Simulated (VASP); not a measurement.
## NiO: single point with PBE0

NiO:

```
Ni O
1.0
     0.00000    2.22171    2.22171
     2.22171    0.00000    2.22171
     2.22171    2.22171    0.00000
Ni O
1 1
Cartesian
  0.0000 0.0000 0.0000
  3.3326 3.3326 3.3326
```

```json
{"Program": "VASP 6.6.1", "Task": "single point", "Functional": "PBE0", "Potentials or basis": "VASP PAW PBE potentials, release 64 (Ni, O)", "Cutoff": "520 eV", "k mesh": "5 × 5 × 5", "Occupations": "fermi-dirac, width 0.05 eV", "Spin": "collinear spin, ferromagnetic start", "Starting moments": "[1.0, 0.0] μB"}
```

```yaml
Pressure: 0.5 GPa
Band_gap_on_the_k_mesh: zero (filled and empty bands overlap)
Net_moment: 2.00 μB per cell
Site_moments: Ni +1.65; O +0.34 μB
Valence_electrons_inside_the_program's_atomic_spheres: Ni 9.12; O 5.04
```

Levels at points of the mesh, in eV from the Fermi level:
Spin up:
```csv
k point,band 5,band 6,band 7,band 8,band 9,band 10,band 11,band 12,band 13,band 14
"(0.00, 0.00, 0.00)",-6.16,-6.16,-2.66,-2.66,-2.66,0.84,15.19,15.19,15.19,21.60
```
Spin down:
| k point | band 4 | band 5 | band 6 | band 7 | band 8 | band 9 | band 10 | band 11 |
| --- | --- | --- | --- | --- | --- | --- | --- | --- |
| (0.00, 0.00, 0.00) | -7.03 | -4.85 | -4.85 | 0.93 | 2.83 | 2.83 | 2.83 | 15.41 |

Wall time 9.6 min on 1 thread of Intel(R) Xeon(R) 6975P-C (Granite Rapids), with other jobs on the host, peak memory 0.16 GiB.

Caveat: the k points lie up to 0.49 Å⁻¹ apart; the PAW data sets were made with another functional, which shifts forces and pressure a little; a cell with one magnetic atom can't hold antiferromagnetic order, which such compounds often take.
